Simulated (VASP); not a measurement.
Here is a VASP 6.6.1 calculation.

INCAR

```
  PREC = Accurate
  ENCUT = 500
  EDIFF = 1E-6
  ISMEAR = -1
  SIGMA = 0.1
  LREAL = F
  LASPH = T
  NELM = 120
  ALGO = Normal
  ISIF = 2
  LWAVE = F
  LCHARG = F
  GGA = PE
  NBANDS = 15
  GGA_COMPAT = F
```

KPOINTS

```
regular mesh
0
Gamma
  6 6 6
```

POSCAR

```
CaS
1.0
    0.0000000000      2.8560282748      2.8560282748
    2.8560282748      0.0000000000      2.8560282748
    2.8560282748      2.8560282748      0.0000000000
Ca S
1 1
Direct
    0.0000000000      0.0000000000      0.0000000000
    0.5000000000      0.5000000000      0.5000000000
```

Potentials or basis: VASP PAW PBE potentials, release 64 (Ca_sv, S).

Run with:

```sh
$ cat potpaw_PBE.64/Ca_sv/POTCAR potpaw_PBE.64/S/POTCAR > POTCAR
$ mpirun -np 1 vasp_std > vasp.out
```

Q: Predict the pressure.

A: 0.1 GPa.

Q: Estimate the band gap on the k mesh.

A: 2.38 eV, indirect (least direct gap 3.18 eV).

A k mesh can miss the band edges. A hybrid or GW would open this gap; PBE tends to underestimate it.
